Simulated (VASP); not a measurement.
Wanted: the native input for a VASP 6.6.1 run.

| Quantity | Value |
| --- | --- |
| Task | single point |
| Functional | PBE |
| Dispersion | D3(BJ) |
| Potentials or basis | VASP PAW PBE potentials, release 64 (Si, N) |
| Cutoff | 520 eV |
| k mesh | 4 × 4 × 1 |
| Occupations | gaussian, width 0.05 eV |
| Spin | no spin polarisation |
| Dipole correction | yes |
| Further INCAR settings | LREAL = Auto; ALGO = Normal; EDIFF = 1e-06; NBANDS = 52 |

The structure of Si8N lies in POSCAR:

```
Si8N
1.0
    7.6310340417      0.0000000000      0.0000000000
    0.0000000000      6.3129357835      0.0000000000
    0.0000000000      0.0000000000     23.0318711348
Si N
16 2
Direct
    0.0000000000      0.9369021389      0.1736723854
    0.5000000000      0.9369021389      0.1736723854
    0.0000000000      0.5630978611      0.1736723854
    0.5000000000      0.5630978611      0.1736723854
    0.2500000000      0.4369021389      0.2214950258
    0.7500000000      0.4369021389      0.2214950258
    0.2500000000      0.0630978611      0.2214950258
    0.7500000000      0.0630978611      0.2214950258
    0.2500000000      0.9332664455      0.3177235001
    0.7500000000      0.9332664455      0.3177235001
    0.2500000000      0.5667335545      0.3177235001
    0.7500000000      0.5667335545      0.3177235001
    0.0000000000      0.4266292811      0.3574121741
    0.5000000000      0.4266292811      0.3574121741
    0.0000000000      0.0733707189      0.3574121741
    0.5000000000      0.0733707189      0.3574121741
    0.2500000000      0.6766292811      0.4920082727
    0.2500000000      0.6766292811      0.5397681787
```

The input as run:

INCAR

```
PREC = Accurate
ENCUT = 520
EDIFF = 1E-6
ISMEAR = 0
SIGMA = 0.05
LREAL = Auto
LASPH = True
NELM = 60
ALGO = Normal
ISIF = 2
LWAVE = False
LCHARG = False
LDIPOL = True
IDIPOL = 3
DIPOL = 0.5 0.5 0.295
GGA = PE
IVDW = 12
NBANDS = 52
```

KPOINTS

```
Automatic mesh
0
Gamma
  4 4 1
```

Potentials or basis: VASP PAW PBE potentials, release 64 (Si, N).

Launch:

```console
$ cat potpaw_PBE.64/Si/POTCAR potpaw_PBE.64/N/POTCAR > POTCAR
$ mpirun -np 1 vasp_std > vasp.out
```

It gave:

| Property | Result |
| --- | --- |
| Largest force | 2.185 eV/Å |
| Band gap on the k mesh | zero (band 37 reaches -1.18 eV, above the bottom of band 38 at -1.55 eV) |
| Dispersion energy per atom | -0.238 eV |

Caveat: the standard files for N, O and F lose accuracy on very short bonds.

Wall time 14 min on 1 thread of Intel(R) Xeon(R) Platinum 8559C (Emerald Rapids), with other jobs on the host, peak memory 1.1 GiB.
